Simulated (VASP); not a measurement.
Runs of VASP 6.6.1 on BaC2. The structure is that of space group I4/mmm (No. 139), or close to it. The cells are those of the table. 

```tsv
cell	gap on the mesh (eV)	pressure (GPa)	largest force (eV/Å)
a = 4.688 Å, angles 127.0, 127.0, 78.3°, 3 atoms	1.17	(c)	0.75
a = 4.890 Å, angles 123.5, 123.5, 84.0°, 3 atoms	1.66	-5.6	0.34
a = 4.830 Å, angles 128.6, 128.6, 75.6°, 3 atoms	(a)	(b)	4.31
a = 4.927 Å, angles 126.9, 126.9, 78.5°, 3 atoms	1.48	-8.5	4.13
```

Alike in all rows: task single point; level LDA; potentials or basis VASP PAW LDA potentials, release 64 (Ba_sv, C); no spin polarisation; k mesh 10 × 10 × 10; cutoff (eV) 520; smearing gaussian 0.05 eV.

Q: Fill in the values left out.

A: (a) 1.16; (b) -5.1; (c) 0.4.

Caveats: spin-orbit coupling is left out, which moves the levels of the heavy elements; the cell stands under tension (at least some runs); forces of over 1 eV/Å act on the atoms, so gaps and moduli don't describe the material at rest (at least some runs).

A k mesh can miss the band edges, and the runs leave out spin-orbit coupling on Ba.
